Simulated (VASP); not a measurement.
# GePt (pbe) (Pnma) in VASP: single point with PBE

Aim: the single point of GePt (pbe) with PBE.

All numbers are computed with VASP 6.6.1; they aren't measurements. Logs are shortened: lines on timing, memory, paths and dates and some standing lists are left out, and cuts for length are marked.

**1. The cell of the first run**

The structure is orthorhombic, space group Pnma (No. 62). The conventional cell has a = 5.756 Å, b = 3.730 Å, c = 6.112 Å, α = 90.00°, β = 90.00°, γ = 90.00°. Within 3.3 Å of Ge (site symmetry m) lie 6 Pt at 2.48 to 2.68 Å and 2 Ge at 3.04 Å. Pt (site symmetry m) has 6 Ge at 2.48 to 2.68 Å and 4 Pt at 2.96 to 3.00 Å within 3.3 Å.

**2. Single point, PBE**

The input, INCAR:

```
PREC = Accurate ; ENCUT = 520
EDIFF = 1E-6 ; ISMEAR = 0
SIGMA = 0.1 ; LREAL = False
LASPH = True ; NELM = 80
ALGO = Normal ; ISIF = 2
LWAVE = False ; LCHARG = False
GGA = PE ; NBANDS = 58
```

The input, KPOINTS:

```
regular mesh
0
Gamma
  4 6 4
```

The input, POSCAR:

```
GePt
1.0
    5.7560126200      0.0000000000      0.0000000000
    0.0000000000      3.7300318100      0.0000000000
    0.0000000000      0.0000000000      6.1115638700
Ge Pt
4 4
Direct
    0.8139321600      0.7500000000      0.5880128600
    0.1860678400      0.2500000000      0.4119871400
    0.3139321600      0.7500000000      0.9119871400
    0.6860678400      0.2500000000      0.0880128600
    0.0018518400      0.7500000000      0.1927088600
    0.9981481600      0.2500000000      0.8072911400
    0.5018518400      0.7500000000      0.3072911400
    0.4981481600      0.2500000000      0.6927088600
```

Potentials or basis: VASP PAW PBE potentials, release 64 (Ge_d, Pt).

On the command line:

```bash
$ cat potpaw_PBE.64/Ge_d/POTCAR potpaw_PBE.64/Pt/POTCAR > POTCAR
$ mpirun -np 1 vasp_std > vasp.out
```

OUTCAR:

```text
PREC = Accurate
   ENCUT = 520
   EDIFF = 1E-6
   ISMEAR = 0
   LREAL = False
   LASPH = True
   NELM = 80
   ISIF = 2
   GGA = PE

 ion  position               nearest neighbor table
   1  0.814  0.750  0.588-   7 2.48   6 2.53   6 2.53   5 2.65   8 2.68   8 2.68
   2  0.186  0.250  0.412-   8 2.48   5 2.53   5 2.53   6 2.65   7 2.68   7 2.68
   3  0.314  0.750  0.912-   5 2.48   8 2.53   8 2.53   7 2.65   6 2.68   6 2.68
   4  0.686  0.250  0.088-   6 2.48   7 2.53   7 2.53   8 2.65   5 2.68   5 2.68
   5  0.002  0.750  0.193-   3 2.48   2 2.53   2 2.53   1 2.65   4 2.68   4 2.68   7 2.96   7 2.96
                             6 3.00   6 3.00
   6  0.998  0.250  0.807-   4 2.48   1 2.53   1 2.53   2 2.65   3 2.68   3 2.68   8 2.96   8 2.96
                             5 3.00   5 3.00
   7  0.502  0.750  0.307-   1 2.48   4 2.53   4 2.53   3 2.65   2 2.68   2 2.68   5 2.96   5 2.96
                             8 3.00   8 3.00
   8  0.498  0.250  0.693-   2 2.48   3 2.53   3 2.53   4 2.65   1 2.68   1 2.68   6 2.96   6 2.96
                             7 3.00   7 3.00

  LATTYP: Found a simple orthorhombic cell.
 ALAT       =     3.7300318100
 B/A-ratio  =     1.5431537620
 C/A-ratio  =     1.6384750000

  Lattice vectors:

 A1 = (   0.0000000000,  -3.7300318100,   0.0000000000)
 A2 = (   5.7560126200,   0.0000000000,   0.0000000000)
 A3 = (   0.0000000000,   0.0000000000,   6.1115638700)

Analysis of symmetry for initial positions (statically):
=====================================================================
 Subroutine PRICEL returns:
 Original cell was already a primitive cell.

 Routine SETGRP: Setting up the symmetry group for a
 simple orthorhombic supercell.

 Subroutine GETGRP returns: Found  8 space group operations
 (whereof  2 operations were pure point group operations)
 out of a pool of  8 trial point group operations.

The static configuration has the point symmetry S_2 .
 The point group associated with its full space group is D_2h.

Analysis of symmetry for dynamics (positions and initial velocities):
=====================================================================
 Subroutine PRICEL returns:
 Original cell was already a primitive cell.

 Routine SETGRP: Setting up the symmetry group for a
 simple orthorhombic supercell.

 Subroutine GETGRP returns: Found  8 space group operations
 (whereof  2 operations were pure point group operations)
 out of a pool of  8 trial point group operations.

The dynamic configuration has the point symmetry S_2 .
 The point group associated with its full space group is D_2h.

 Subroutine INISYM returns: Found  8 space group operations
 (whereof  2 operations are pure point group operations),
 and found     1 'primitive' translations

----------------------------------------------------------------------------------------

                                     Primitive cell

  volume of cell :     131.2159

  direct lattice vectors                    reciprocal lattice vectors
     5.756012620  0.000000000  0.000000000     0.173731377  0.000000000  0.000000000
     0.000000000  3.730031810  0.000000000     0.000000000  0.268094228  0.000000000
     0.000000000  0.000000000  6.111563870     0.000000000  0.000000000  0.163624241

  length of vectors
     5.756012620  3.730031810  6.111563870     0.173731377  0.268094228  0.163624241

  position of ions in fractional coordinates (direct lattice)
     0.813932160  0.750000000  0.588012860
     0.186067840  0.250000000  0.411987140
     0.313932160  0.750000000  0.911987140
     0.686067840  0.250000000  0.088012860
     0.001851840  0.750000000  0.192708860
     0.998148160  0.250000000  0.807291140
     0.501851840  0.750000000  0.307291140
     0.498148160  0.250000000  0.692708860

  ion indices of the primitive-cell ions
   primitive index   ion index
                 1           1
                 2           2
                 3           3
                 4           4
                 5           5
                 6           6
                 7           7
                 8           8

----------------------------------------------------------------------------------------

 KPOINTS: regular mesh

Automatic generation of k-mesh.
 Grid dimensions read from file:
 generate k-points for:    4    6    4

 Generating k-lattice:

  Cartesian coordinates                     Fractional coordinates (reciprocal lattice)
     0.043432844  0.000000000  0.000000000     0.250000000  0.000000000  0.000000000
     0.000000000  0.044682371  0.000000000     0.000000000  0.166666667  0.000000000
     0.000000000  0.000000000  0.040906060     0.000000000  0.000000000  0.250000000

  Length of vectors
     0.043432844  0.044682371  0.040906060

  Shift w.r.t. Gamma in fractional coordinates (k-lattice)
     0.000000000  0.000000000  0.000000000

 Subroutine IBZKPT returns following result:
 ===========================================

 Found     36 irreducible k-points:

 Following reciprocal coordinates:
            Coordinates               Weight
  0.000000  0.000000  0.000000      1.000000
  0.250000  0.000000  0.000000      2.000000
  0.500000  0.000000  0.000000      1.000000
  0.000000  0.166667  0.000000      2.000000
  0.250000  0.166667  0.000000      4.000000
  0.500000  0.166667  0.000000      2.000000
[... 16 lines left out ...]
  0.250000  0.500000  0.250000      4.000000
  0.500000  0.500000  0.250000      2.000000
 [... further k-points ...]
   k-points           NKPTS =     36   k-points in BZ     NKDIM =     36   number of bands    NBANDS=     58
   number of dos      NEDOS =    301   number of ions     NIONS =      8
   total plane-waves  NPLWV =  64512
   dimension x,y,z NGX =    48 NGY =   28 NGZ =   48
   dimension x,y,z NGXF=    96 NGYF=   56 NGZF=   96
   ions per type =               4   4
   NGX,Y,Z   is equivalent  to a cutoff of  13.86, 12.48, 13.06 a.u.
   NGXF,Y,Z  is equivalent  to a cutoff of  27.73, 24.96, 26.11 a.u.
 SYSTEM =  unknown system
   PREC   = accura    normal or accurate (medium, high low for compatibility)
   ISTART =      0    job   : 0-new  1-cont  2-samecut
   ICHARG =      2    charge: 1-file 2-atom 10-const
   ISPIN  =      1    spin polarized calculation?
   LNONCOLLINEAR =      F non collinear calculations
   LSORBIT =      F    spin-orbit coupling
   LASPH  =      T    aspherical Exc in radial PAW
   ENCUT  =  520.0 eV  38.22 Ry    6.18 a.u.  10.70  6.94 11.36*2*pi/ulx,y,z
   NELM   =     80;   NELMIN=  2; NELMDL= -5     # of ELM steps
   EDIFF  = 0.1E-05   stopping-criterion for ELM
   LREAL  =      F    real-space projection
   EDIFFG = 0.1E-04   stopping-criterion for IOM
   NSW    =      0    number of steps for IOM
   IBRION =     -1    ionic relax: 0-MD 1-quasi-New 2-CG
   NFREE  =      0    steps in history (QN), initial steepest desc. (CG)
   ISIF   =      2    stress and relaxation
   ISYM   =      2    0-nonsym 1-usesym 2-fastsym
   POTIM  = 0.5000    time-step for ionic-motion
   TEBEG  =    0.0;   TEEND  =   0.0 temperature during run
   PSTRESS=    0.0 pullay stress
   NELECT =      96.0000    total number of electrons
   NUPDOWN=      -1.0000    fix difference up-down
   EMIN   =  10.00;   EMAX   =-10.00  energy-range for DOS
   EFERMI =   0.00;   METHOD = LEGACY
   ISMEAR =     0;   SIGMA  =   0.10  broadening in eV -4-tet -1-fermi 0-gaus
   EFERMI_NEDOS =   21; number of points for ismear=-14 and -15
   IALGO  =     38    algorithm
   IMIX   =      4    mixing-type and parameters
     AMIX     =   0.40;   BMIX     =  1.00
     AMIX_MAG =   1.60;   BMIX_MAG =  1.00
  volume/ion in A,a.u.               =      16.40       110.69
  Fermi-wavevector in a.u.,A,eV,Ry     =   1.475151  2.787630 29.607221  2.176069
  Thomas-Fermi vector in A             =   2.589835
   LORBIT       =      0    0 simple, 1 ext, 2 COOP (PROOUT), +10 PAW based schemes
   GGA     = PE    functional components
   LHFCALC =     F    Hartree Fock is set to
   AEXX    =    0.0000 exact exchange contribution
   IVDW    =     0    specifies the selected vdW correction
   LEPSILON=     F    determine dielectric tensor
   LRPA    =     F    only Hartree local field effects (RPA)
 non-spin polarized calculation
 Gauss-broadening in eV      SIGMA  =   0.10
  energy-cutoff  :      520.00
  volume of cell :      131.22
 maximum number of plane-waves:      3554
 NGX is ok and might be reduce to    48
   NGX = 21   NGY = 13   NGZ = 23

 number of electron      96.0000003 magnetization

 Free energy of the ion-electron system (eV)
  ---------------------------------------------------
  ext. energy  EPLUGINS =         0.00000000
  ---------------------------------------------------
  free energy    TOTEN  =       -46.14322131 eV

  energy without entropy =      -46.12849672  energy(sigma->0) =      -46.13585902

 E-fermi :   9.5474     XC(G=0): -12.3733

 val. band max:        9.5151917562   @ k =   0.5000   0.1667   0.2500
 cond. band min:       9.5546307666   @ k =   0.5000   0.0000   0.0000
 fundamental gap:      0.0394390104
 Fermi energy:         9.5474280513

 k-point     1 :       0.0000    0.0000    0.0000
  band No.  band energies     occupation
      1     -15.6342      2.00000
      2     -15.6266      2.00000
      3     -15.6263      2.00000
      4     -15.6230      2.00000
      5     -15.6122      2.00000
      6     -15.5996      2.00000
[... 50 lines left out ...]
     57      14.6637      0.00000
     58      15.2439      0.00000

 k-point     2 :       0.2500    0.0000    0.0000
  band No.  band energies     occupation
      1     -15.6328      2.00000
      2     -15.6271      2.00000
      3     -15.6252      2.00000
      4     -15.6227      2.00000
      5     -15.6111      2.00000
      6     -15.6019      2.00000
[... 50 lines left out ...]
     57      14.6241      0.00000
     58      15.1279      0.00000
[... 1279 lines left out ...]
     57      15.5041      0.00000
     58      15.5059      0.00000

 k-point    24 :       0.5000    0.5000    0.2500
  band No.  band energies     occupation
      1     -15.6211      2.00000
      2     -15.6211      2.00000
      3     -15.6211      2.00000
      4     -15.6211      2.00000
      5     -15.6025      2.00000
      6     -15.6025      2.00000
[... 50 lines left out ...]
     57      14.7338      0.00000
     58      14.7338      0.00000

 [... further k-points ...]

------------------------ aborting loop because EDIFF is reached ----------------------------------------

  FORCE on cell =-STRESS in cart. coord.  units (eV):
  Direction    XX          YY          ZZ          XY          YZ          ZX
  --------------------------------------------------------------------------------------
  -------------------------------------------------------------------------------------
  Total        4.3273435      3.2983567      4.0971469     -0.0000000      0.0000000      0.0000000
  in kB       52.8378726     40.2737036     50.0271183     -0.0000000      0.0000000      0.0000000
  external PRESSURE =      47.7128982 kB  Pullay stress =       0.0000000 kB

 VOLUME and BASIS-vectors are now :
 -----------------------------------------------------------------------------
  energy-cutoff  :      520.00
  volume of cell :      131.22
      direct lattice vectors                 reciprocal lattice vectors
     5.756012620  0.000000000  0.000000000     0.173731377  0.000000000  0.000000000
     0.000000000  3.730031810  0.000000000     0.000000000  0.268094228  0.000000000
     0.000000000  0.000000000  6.111563870     0.000000000  0.000000000  0.163624241

 POSITION                                       TOTAL-FORCE (eV/Angst)
 -----------------------------------------------------------------------------------
      4.68500      2.79752      3.59368         0.090211      0.000000      0.040049
      1.07101      0.93251      2.51789        -0.090211      0.000000     -0.040049
      1.80700      2.79752      5.57367         0.090211      0.000000     -0.040049
      3.94902      0.93251      0.53790        -0.090211     -0.000000      0.040049
      0.01066      2.79752      1.17775        -0.096398      0.000000     -0.068777
      5.74535      0.93251      4.93381         0.096398     -0.000000      0.068777
      2.88867      2.79752      1.87803        -0.096398      0.000000      0.068777
      2.86735      0.93251      4.23353         0.096398     -0.000000     -0.068777
 -----------------------------------------------------------------------------------
    total drift:                                0.000000      0.000000     -0.000000

  FREE ENERGIE OF THE ION-ELECTRON SYSTEM (eV)
  ---------------------------------------------------
  free  energy   TOTEN  =       -46.1432213121 eV

  energy  without entropy=      -46.1284967208  energy(sigma->0) =      -46.13585902
```

It took 2 min on 1 thread of Intel Xeon 6975P-C (Granite Rapids), shared host; peak memory 0.36 GiB.

What came out:

```yaml
Free_energy: -46.1432 eV
Pressure: 4.8 GPa
Largest_force: 0.118 eV/Å
Band_gap_on_the_k_mesh: zero (band 48 reaches 10.27 eV, above the bottom of band 49 at 9.09 eV)
```

Forces on the atoms (eV/Å):
```
Ge   0.090  0.000  0.040
Ge  -0.090  0.000 -0.040
Ge   0.090  0.000 -0.040
Ge  -0.090  0.000  0.040
Pt  -0.096  0.000 -0.069
Pt   0.096  0.000  0.069
Pt  -0.096  0.000  0.069
Pt   0.096  0.000 -0.069
```

Caveat: spin-orbit coupling is left out, which moves the levels of the heavy elements.
